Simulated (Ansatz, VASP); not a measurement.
Ni: VASP beside Ansatz

The input INCAR:

```
PREC = Accurate ; ENCUT = 520
EDIFF = 1E-6 ; ISMEAR = -1
SIGMA = 0.1 ; LREAL = F
LASPH = T ; NELM = 150
ALGO = Normal ; ISIF = 2
LWAVE = F ; LCHARG = F
ISPIN = 2 ; MAGMOM = 1
LORBIT = 11 ; LMAXMIX = 4
GGA = CA ; NBANDS = 15
```

Contents of KPOINTS:

```
regular mesh
0
Gamma
  19 19 19
```

POSCAR

```
Ni
1.0
    2.1667668981      0.0000000000      0.0000000000
    0.0000000000      2.1667668981      0.0000000000
    0.0000000000      0.0000000000      2.1667668981
Ni
1
Direct
    0.0000000000      0.0000000000      0.0000000000
```

Input for Ansatz:

```yaml
crystal:
  lattice:
    - [2.1667668981, 0.0, 0.0]
    - [0.0, 2.1667668981, 0.0]
    - [0.0, 0.0, 2.1667668981]
  atoms:
    - { symbol: Ni, position: [0.0, 0.0, 0.0], spin: 1.0 }
magnetization:
  spin_polarized: true
kpoints:
  mp_grid: { grid: [19, 19, 19] }
scf:
  occupations: { method: fermi_dirac, width: 0.1 }
hamiltonian:
  xc: lda
  pseudopotentials: { kind: all_electron, lapw: { basis_error: 0.001 } }
output:
  forces: true
  stress: true
  eigenvalues: true
  populations: true
```

Change from the starting cell: volume scaled by 0.88, LAPW.

Alike in both runs: task single point; functional LDA; k mesh 19 × 19 × 19; occupations fermi-dirac, width 0.1 eV; collinear spin.

|  | VASP | Ansatz |
| --- | --- | --- |
| version | VASP 6.6.1 | Ansatz 0.2.0 |
| potentials or method | VASP PAW LDA potentials, release 64 (Ni), cutoff 520 eV | all-electron LAPW, scalar-relativistic |

```csv
,VASP,Ansatz,Ansatz less VASP
pressure (GPa),31.2,31.9,+0.65
net moment per atom (μB),0.00,0.12,+0.121
size of the moment on the site where the two differ most (μB),0.00,0.13,+0.123
```

The net moments are unlike, so the other rows may belong to different states. LDA's correlation is that of Perdew and Zunger in VASP and of Perdew and Wang (1992) in Ansatz. Site moments also hang on the region over which each program counts them. Both programs put the cell under a high pressure, so it lies far from rest at this level. Ansatz ran all-electron here, and VASP with PAW potentials.
